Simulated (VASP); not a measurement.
Runs of VASP 6.6.1 on ScAlH6. The structure is that of space group R-3 (No. 148), or close to it. The cells are those of the table. 

```tsv
task	level	cell	k mesh	cutoff (eV)	smearing	gap on the mesh (eV)	pressure (GPa)	relaxed volume (Å³/atom)	largest force (eV/Å)
single point	r2SCAN+rVV10	a = 3.913 Å, angles 98.5°, 8 atoms	8 × 8 × 8	520	fermi-dirac 0.03 eV	(b)	0.0	-	0.02
single point	PBEsol	a = 3.881, b = 3.859, c = 3.873 Å, angles 98.1, 98.4, 98.3°, 8 atoms	6 × 6 × 6	520	fermi-dirac 0.05 eV	1.26	0.0	-	0.01
relaxation of cell and atoms	PBEsol	relaxed from a = 4.393 Å, angles 98.0°, 8 atoms	6 × 6 × 6	600	fermi-dirac 0.03 eV	1.22	0.1	6.98	0.01
single point	PBEsol	a = 3.865 Å, angles 98.2°, 8 atoms	6 × 6 × 6	520	fermi-dirac 0.03 eV	1.21	0.0	-	-
single point	r2SCAN+rVV10	a = 3.913 Å, angles 98.5°, 8 atoms	6 × 6 × 6	520	fermi-dirac 0.03 eV	1.62	0.0	-	0.02
relaxation of cell and atoms	r2SCAN+rVV10	relaxed from a = 3.865 Å, angles 98.2°, 8 atoms	6 × 6 × 6	600	fermi-dirac 0.03 eV	1.64	0.1	(a)	0.01
```

Alike in all rows: potentials or basis VASP PAW PBE potentials, release 64 (Sc_sv, Al, H); no spin polarisation.

Problem. Fill in the values left out.

Solution. (a) 7.22; (b) 1.60.

Caveats: the PAW data sets were made with another functional, which shifts forces and pressure a little; the volume moved by over 15 % at a fixed basis, so the end points are rough (some runs).

A k mesh can miss the band edges.
